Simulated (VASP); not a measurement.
Crystal: Cd.

```
Cd
1.0
     0.00000    3.04000    3.04000
     3.04000    0.00000    3.04000
     3.04000    3.04000    0.00000
Cd
2
Direct
  0.00000 0.00000 0.00000
  0.25000 0.25000 0.25000
```

This isn't the form of Cd at room conditions, which is hcp.

* Program: VASP 6.6.1
* Task: relaxation of cell and atoms
* Functional: r2SCAN
* Potentials or basis: VASP PAW PBE potentials, release 64 (Cd_sv_GW)
* Cutoff: 600 eV
* k mesh: 5 × 5 × 5
* Occupations: gaussian, width 0.1 eV
* Spin: no spin polarisation

At the start: pressure 7.1 GPa; volume 28.09 Å³/atom.

Where does the relaxation end?

Over 3 steps the energy falls by 78.8 meV/atom and the volume is 32.10 Å³/atom (+14.2 %); space group Fd-3m (No. 227, to 0.1 Å) before and after.

Step by step:
| step | energy change (eV) | largest force (eV/Å) | pressure (GPa) | volume (Å³) |
| --- | --- | --- | --- | --- |
| 1 | 0.0000 | 0.0000 | 7.09 | 56.19 |
| 2 | -0.1449 | 0.0000 | -1.42 | 66.92 |
| 3 | -0.1575 | 0.0000 | 0.02 | 64.19 |

Final structure:
```
Cd
1.0
     0.00000    3.17797    3.17797
     3.17797    0.00000    3.17797
     3.17797    3.17797    0.00000
Cd
2
Direct
  0.00000 0.00000 0.00000
  0.25000 0.25000 0.25000
```

Caveat: the PAW data sets were made with another functional, which shifts forces and pressure a little.
